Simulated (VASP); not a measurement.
# ZnSe (P6_3/mmc) in VASP: notebook

The runs below take ZnSe through single point, with PBE, LDA.

Program: VASP 6.6.1. These are calculated values, not measurements. Logs are shortened: lines on timing, memory, paths and dates and some standing lists are left out, and cuts for length are marked.

### Step 1. The cell of the first run

The structure is hexagonal, space group P6_3/mmc (No. 194). The conventional cell has a = 3.780 Å, b = 3.780 Å, c = 6.132 Å, α = 90.00°, β = 90.00°, γ = 120.00°. Within 3.5 Å of Zn (site symmetry -3m) lie 6 Se at 2.67 Å and 2 Zn at 3.07 Å. Se (site symmetry -6m2) has 6 Zn at 2.67 Å within 3.5 Å.

### Step 2. Single point, PBE

File INCAR:

```
  PREC = Accurate
  ENCUT = 520
  EDIFF = 1E-6
  ISMEAR = -1
  SIGMA = 0.02
  LREAL = False
  LASPH = True
  NELM = 80
  ALGO = Normal
  ISIF = 2
  LWAVE = False
  LCHARG = False
  GGA = PE
  NBANDS = 26
```

File KPOINTS:

```
regular mesh
0
Gamma
  12 12 4
```

File POSCAR:

```
ZnSe
1.0
    3.7796699664      0.0000000000      0.0000000000
   -1.8898349832      3.2732902088      0.0000000000
    0.0000000000      0.0000000000      6.1318998860
Zn Se
2 2
Direct
    0.0000000000      0.0000000000      0.0000000000
    0.0000000000      0.0000000000      0.5000000000
    0.3333333333      0.6666666667      0.2500000000
    0.6666666667      0.3333333333      0.7500000000
```

Potentials or basis: VASP PAW PBE potentials, release 64 (Zn, Se).

Run with:

```sh
cat potpaw_PBE.64/Zn/POTCAR potpaw_PBE.64/Se/POTCAR > POTCAR
mpirun -np 1 vasp_std > vasp.out
```

OUTCAR:

```text
PREC = Accurate
   ENCUT = 520
   EDIFF = 1E-6
   ISMEAR = -1
   LREAL = False
   LASPH = True
   NELM = 80
   ISIF = 2
   GGA = PE

 ion  position               nearest neighbor table
   1  0.000  0.000  0.000-   3 2.67   4 2.67   3 2.67   4 2.67   4 2.67   3 2.67
   2  0.000  0.000  0.500-   3 2.67   4 2.67   3 2.67   4 2.67   4 2.67   3 2.67
   3  0.333  0.667  0.250-   1 2.67   2 2.67   1 2.67   2 2.67   1 2.67   2 2.67
   4  0.667  0.333  0.750-   1 2.67   2 2.67   1 2.67   2 2.67   1 2.67   2 2.67

  LATTYP: Found a hexagonal cell.
 ALAT       =     3.7796699664
 C/A-ratio  =     1.6223373841

  Lattice vectors:

 A1 = (   3.7796699664,   0.0000000000,   0.0000000000)
 A2 = (  -1.8898349832,   3.2732902088,   0.0000000000)
 A3 = (   0.0000000000,   0.0000000000,   6.1318998860)

Analysis of symmetry for initial positions (statically):
=====================================================================
 Subroutine PRICEL returns:
 Original cell was already a primitive cell.

 Routine SETGRP: Setting up the symmetry group for a
 hexagonal supercell.

 Subroutine GETGRP returns: Found 24 space group operations
 (whereof 12 operations were pure point group operations)
 out of a pool of 24 trial point group operations.

The static configuration has the point symmetry D_3d.
 The point group associated with its full space group is D_6h.

Analysis of symmetry for dynamics (positions and initial velocities):
=====================================================================
 Subroutine PRICEL returns:
 Original cell was already a primitive cell.

 Routine SETGRP: Setting up the symmetry group for a
 hexagonal supercell.

 Subroutine GETGRP returns: Found 24 space group operations
 (whereof 12 operations were pure point group operations)
 out of a pool of 24 trial point group operations.

The dynamic configuration has the point symmetry D_3d.
 The point group associated with its full space group is D_6h.

 Subroutine INISYM returns: Found 24 space group operations
 (whereof 12 operations are pure point group operations),
 and found     1 'primitive' translations

----------------------------------------------------------------------------------------

                                     Primitive cell

  volume of cell :      75.8636

  direct lattice vectors                    reciprocal lattice vectors
     3.779669966  0.000000000  0.000000000     0.264573365  0.152751503  0.000000000
    -1.889834983  3.273290209  0.000000000     0.000000000  0.305503007  0.000000000
     0.000000000  0.000000000  6.131899886     0.000000000  0.000000000  0.163081593

  length of vectors
     3.779669966  3.779669966  6.131899886     0.305503007  0.305503007  0.163081593

  position of ions in fractional coordinates (direct lattice)
     0.000000000  0.000000000  0.000000000
     0.000000000  0.000000000  0.500000000
     0.333333333  0.666666667  0.250000000
     0.666666667  0.333333333  0.750000000

  ion indices of the primitive-cell ions
   primitive index   ion index
                 1           1
                 2           2
                 3           3
                 4           4

----------------------------------------------------------------------------------------

 KPOINTS: regular mesh

Automatic generation of k-mesh.
 Grid dimensions read from file:
 generate k-points for:   12   12    4

 Generating k-lattice:

  Cartesian coordinates                     Fractional coordinates (reciprocal lattice)
     0.022047780  0.012729292  0.000000000     0.083333333  0.000000000  0.000000000
     0.000000000  0.025458584  0.000000000     0.000000000  0.083333333  0.000000000
     0.000000000  0.000000000  0.040770398     0.000000000  0.000000000  0.250000000

  Length of vectors
     0.025458584  0.025458584  0.040770398

  Shift w.r.t. Gamma in fractional coordinates (k-lattice)
     0.000000000  0.000000000  0.000000000

 Subroutine IBZKPT returns following result:
 ===========================================

 Found     57 irreducible k-points:

 Following reciprocal coordinates:
            Coordinates               Weight
  0.000000  0.000000  0.000000      1.000000
  0.083333  0.000000  0.000000      6.000000
  0.166667 -0.000000  0.000000      6.000000
  0.250000 -0.000000  0.000000      6.000000
  0.333333 -0.000000  0.000000      6.000000
  0.416667  0.000000  0.000000      6.000000
[... 16 lines left out ...]
  0.250000 -0.000000  0.250000     12.000000
  0.333333 -0.000000  0.250000     12.000000
 [... further k-points ...]
   k-points           NKPTS =     57   k-points in BZ     NKDIM =     57   number of bands    NBANDS=     26
   number of dos      NEDOS =    301   number of ions     NIONS =      4
   total plane-waves  NPLWV =  37632
   dimension x,y,z NGX =    28 NGY =   28 NGZ =   48
   dimension x,y,z NGXF=    56 NGYF=   56 NGZF=   96
   ions per type =               2   2
   NGX,Y,Z   is equivalent  to a cutoff of  12.32, 12.32, 13.01 a.u.
   NGXF,Y,Z  is equivalent  to a cutoff of  24.63, 24.63, 26.03 a.u.
 SYSTEM =  unknown system
   PREC   = accura    normal or accurate (medium, high low for compatibility)
   ISTART =      0    job   : 0-new  1-cont  2-samecut
   ICHARG =      2    charge: 1-file 2-atom 10-const
   ISPIN  =      1    spin polarized calculation?
   LNONCOLLINEAR =      F non collinear calculations
   LSORBIT =      F    spin-orbit coupling
   LASPH  =      T    aspherical Exc in radial PAW
   ENCUT  =  520.0 eV  38.22 Ry    6.18 a.u.   7.03  7.03 11.40*2*pi/ulx,y,z
   NELM   =     80;   NELMIN=  2; NELMDL= -5     # of ELM steps
   EDIFF  = 0.1E-05   stopping-criterion for ELM
   LREAL  =      F    real-space projection
   EDIFFG = 0.1E-04   stopping-criterion for IOM
   NSW    =      0    number of steps for IOM
   IBRION =     -1    ionic relax: 0-MD 1-quasi-New 2-CG
   NFREE  =      0    steps in history (QN), initial steepest desc. (CG)
   ISIF   =      2    stress and relaxation
   ISYM   =      2    0-nonsym 1-usesym 2-fastsym
   POTIM  = 0.5000    time-step for ionic-motion
   TEBEG  =    0.0;   TEEND  =   0.0 temperature during run
   PSTRESS=    0.0 pullay stress
   NELECT =      36.0000    total number of electrons
   NUPDOWN=      -1.0000    fix difference up-down
   EMIN   =  10.00;   EMAX   =-10.00  energy-range for DOS
   EFERMI =   0.00;   METHOD = LEGACY
   ISMEAR =    -1;   SIGMA  =   0.02  broadening in eV -4-tet -1-fermi 0-gaus
   EFERMI_NEDOS =   21; number of points for ismear=-14 and -15
   IALGO  =     38    algorithm
   IMIX   =      4    mixing-type and parameters
     AMIX     =   0.40;   BMIX     =  1.00
     AMIX_MAG =   1.60;   BMIX_MAG =  1.00
  volume/ion in A,a.u.               =      18.97       127.99
  Fermi-wavevector in a.u.,A,eV,Ry     =   1.276922  2.413034 22.184720  1.630531
  Thomas-Fermi vector in A             =   2.409551
   LORBIT       =      0    0 simple, 1 ext, 2 COOP (PROOUT), +10 PAW based schemes
   GGA     = PE    functional components
[... 5 lines left out ...]
 non-spin polarized calculation
  energy-cutoff  :      520.00
  volume of cell :       75.86
 maximum number of plane-waves:      2063
   NGX = 15   NGY = 15   NGZ = 23

 number of electron      36.0000030 magnetization

 Free energy of the ion-electron system (eV)
  ---------------------------------------------------
  ext. energy  EPLUGINS =         0.00000000
  ---------------------------------------------------
  free energy    TOTEN  =       -10.77197205 eV

  energy without entropy =      -10.77065525  energy(sigma->0) =      -10.77131365

 E-fermi :   3.2988     XC(G=0): -10.4796

 val. band max:        3.2915216421   @ k =   0.3333   0.2500   0.0000
 cond. band min:       3.3048345741   @ k =   0.2500  -0.0000   0.0000
 fundamental gap:      0.0133129320
 Fermi energy:         3.2987538682

 k-point     1 :       0.0000    0.0000    0.0000
  band No.  band energies     occupation
      1     -10.6535      2.00000
      2      -9.2130      2.00000
      3      -3.8668      2.00000
      4      -3.6382      2.00000
      5      -3.6382      2.00000
      6      -3.5675      2.00000
[... 18 lines left out ...]
     25      10.9481      0.00000
     26      11.3603      0.00000

 k-point     2 :       0.0833    0.0000    0.0000
  band No.  band energies     occupation
      1     -10.5897      2.00000
      2      -9.1893      2.00000
      3      -3.8082      2.00000
      4      -3.6344      2.00000
      5      -3.6145      2.00000
      6      -3.5672      2.00000
[... 18 lines left out ...]
     25      11.5861      0.00000
     26      11.7086      0.00000

 k-point     3 :       0.1667   -0.0000    0.0000
  band No.  band energies     occupation
      1     -10.4044      2.00000
      2      -9.1256      2.00000
      3      -3.6575      2.00000
      4      -3.6281      2.00000
      5      -3.5747      2.00000
      6      -3.5375      2.00000
[... 18 lines left out ...]
     25      10.7448      0.00000
     26      11.4954      0.00000

 k-point     4 :       0.2500   -0.0000    0.0000
  band No.  band energies     occupation
      1     -10.1179      2.00000
      2      -9.0443      2.00000
      3      -3.6284      2.00000
      4      -3.5987      2.00000
      5      -3.5372      2.00000
      6      -3.4414      2.00000
[... 18 lines left out ...]
     25      11.1043      0.00000
     26      11.4115      0.00000
[... 496 lines left out ...]
      1     -10.2553      2.00000
      2      -9.3658      2.00000
      3      -3.6622      2.00000
      4      -3.5817      2.00000
      5      -3.5184      2.00000
      6      -3.4513      2.00000
[... 18 lines left out ...]
     25      10.4303      0.00000
     26      11.5617      0.00000

 k-point    23 :       0.2500   -0.0000    0.2500
  band No.  band energies     occupation
      1      -9.9862      2.00000
      2      -9.2342      2.00000
      3      -3.6272      2.00000
      4      -3.5807      2.00000
      5      -3.5323      2.00000
      6      -3.4932      2.00000
[... 18 lines left out ...]
     25      11.2917      0.00000
     26      11.5952      0.00000

 k-point    24 :       0.3333   -0.0000    0.2500
  band No.  band energies     occupation
      1      -9.6659      2.00000
      2      -9.1106      2.00000
      3      -3.6829      2.00000
      4      -3.5880      2.00000
      5      -3.5284      2.00000
      6      -3.4868      2.00000
[... 18 lines left out ...]
     25      12.2757      0.00000
     26      12.3381      0.00000

 [... further k-points ...]
[... 5 lines left out ...]
  --------------------------------------------------------------------------------------
  -------------------------------------------------------------------------------------
  Total        1.1213036      1.1213036      1.1427942      0.0000000      0.0000000      0.0000000
  in kB       23.6810176     23.6810176     24.1348801      0.0000000      0.0000000      0.0000000
  external PRESSURE =      23.8323051 kB  Pullay stress =       0.0000000 kB

 VOLUME and BASIS-vectors are now :
 -----------------------------------------------------------------------------
  energy-cutoff  :      520.00
  volume of cell :       75.86
      direct lattice vectors                 reciprocal lattice vectors
     3.779669966  0.000000000  0.000000000     0.264573365  0.152751503  0.000000000
    -1.889834983  3.273290209  0.000000000     0.000000000  0.305503007  0.000000000
     0.000000000  0.000000000  6.131899886     0.000000000  0.000000000  0.163081593

 POSITION                                       TOTAL-FORCE (eV/Angst)
 -----------------------------------------------------------------------------------
      0.00000      0.00000      0.00000        -0.000000      0.000000     -0.000000
      0.00000      0.00000      3.06595        -0.000000      0.000000     -0.000000
     -0.00000      2.18219      1.53297         0.000000     -0.000000      0.000000
      1.88983      1.09110      4.59892        -0.000000      0.000000     -0.000000
 -----------------------------------------------------------------------------------
    total drift:                               -0.000000     -0.000000      0.000000

  FREE ENERGIE OF THE ION-ELECTRON SYSTEM (eV)
  ---------------------------------------------------
  free  energy   TOTEN  =       -10.7719720500 eV

  energy  without entropy=      -10.7706552497  energy(sigma->0) =      -10.77131365
```

It took 3.4 min on 1 thread of Intel Xeon 8259CL, shared host; peak memory 0.25 GiB.

Results:

```yaml
Free_energy: -10.7720 eV
Pressure: 2.4 GPa
Band_gap_on_the_k_mesh: zero (bands 18 and 19 overlap by 0.43 eV)
```

Levels at points of the mesh, in eV from the Fermi level:
```
           k point  band 15  band 16  band 17  band 18  band 19  band 20  band 21  band 22
(0.00, 0.00, 0.00)    -0.62    -0.39    -0.15    -0.15     0.50     3.00     6.07     6.07
(0.50, 0.00, 0.00)    -3.67    -2.54    -2.34    -0.12     2.06     2.83     3.45     4.98
(0.00, 0.00, 0.50)    -0.34    -0.34    -0.34    -0.34     2.86     2.86     6.11     6.11
(0.50, 0.00, 0.50)    -1.61    -1.61    -1.54    -1.54     1.50     1.50     5.03     5.03
```

Caveat: semilocal functionals underestimate gaps, and a narrow one can read as zero.

### Step 3. Single point, LDA

File INCAR:

```
PREC     = Accurate       # precision mode
ENCUT    = 520            # plane-wave cutoff, eV
EDIFF    = 1E-7           # SCF threshold, eV
ISMEAR   = -1             # smearing method
SIGMA    = 0.02           # smearing width, eV
LREAL    = False          # projectors in reciprocal space
LASPH    = True           # aspherical terms in the spheres
NELM     = 100            # most SCF steps
ALGO     = Normal         # electronic algorithm
ISIF     = 2              # what is computed and relaxed
LWAVE    = False          # write WAVECAR
LCHARG   = False          # write CHGCAR
NBANDS   = 26             # bands
```

KPOINTS is that of step 2.

POSCAR is that of step 2.

Potentials or basis: VASP PAW LDA potentials, release 64 (Zn, Se).

Run with:

```sh
cat potpaw_LDA.64/Zn/POTCAR potpaw_LDA.64/Se/POTCAR > POTCAR
mpirun -np 1 vasp_std > vasp.out
```

Run time: 2.2 min. Hardware: 1 thread of Intel Xeon 8259CL, shared host; peak memory 0.22 GiB.

It converged, with:

- Free energy: -13.5871 eV
- Pressure: -4.2 GPa
- Band gap on the k mesh: zero (bands 18 and 19 overlap by 0.58 eV)

Stress tensor (GPa, compression positive):
```
-4.18  0.00  0.00
 0.00 -4.18  0.00
 0.00  0.00 -4.26
```

Levels at points of the mesh, in eV from the Fermi level:
```
           k point  band 16  band 17  band 18  band 19  band 20  band 21
(0.00, 0.00, 0.00)    -0.37    -0.12    -0.12     0.34     2.91     6.02
(0.50, 0.00, 0.00)    -2.52    -2.39    -0.10     2.00     2.76     3.37
(0.00, 0.00, 0.50)    -0.32    -0.32    -0.32     2.76     2.76     6.05
(0.50, 0.00, 0.50)    -1.61    -1.52    -1.52     1.40     1.40     4.99
```

Caveat: the cell stands under tension; semilocal functionals underestimate gaps, and a narrow one can read as zero.

The gap in the log of VASP goes by the Fermi energy; the results here count the filled bands.